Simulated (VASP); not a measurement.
Write the native input for VASP 6.6.1 that does the following.

```
Task                   : single point
Functional             : PBE
Potentials or basis    : VASP PAW PBE potentials, release 64 (Cu, I)
Cutoff                 : 600 eV
k mesh                 : 5 × 5 × 5
Occupations            : gaussian, width 0.01 eV
Spin                   : no spin polarisation
Dipole correction      : no
Further INCAR settings : ALGO = Normal; EDIFF = 1e-06; NBANDS = 16
```

The structure of CuI (Marshite) lies in POSCAR:

```
CuI
1.0
    0.0000000000      3.0315000000      3.0315000000
    3.0315000000      0.0000000000      3.0315000000
    3.0315000000      3.0315000000      0.0000000000
Cu I
1 1
Direct
    0.2500000000      0.2500000000      0.2500000000
    0.0000000000      0.0000000000      0.0000000000
```

The input as run:

INCAR

```
ALGO = Normal ; EDIFF = 1E-6
ENCUT = 600 ; GGA = PE
GGA_COMPAT = F ; ISIF = 2
ISMEAR = 0 ; LASPH = T
LCHARG = F ; LREAL = F
LWAVE = F ; NBANDS = 16
NELM = 120 ; PREC = Accurate
SIGMA = 0.01
```

KPOINTS

```
k-points
0
Gamma
  5 5 5
```

Potentials or basis: VASP PAW PBE potentials, release 64 (Cu, I).

Launch:

```bash
$ cat potpaw_PBE.64/Cu/POTCAR potpaw_PBE.64/I/POTCAR > POTCAR
$ mpirun -np 1 vasp_std > vasp.out
```

Results of the run:

```
Pressure               : 0.5 GPa
Band gap on the k mesh : 1.14 eV, direct
```

Caveat: spin-orbit coupling is left out, which moves the levels of the heavy elements.

Run time: 23 s on 1 thread of Intel Xeon 8259CL (shared host), peak memory 0.2 GiB.
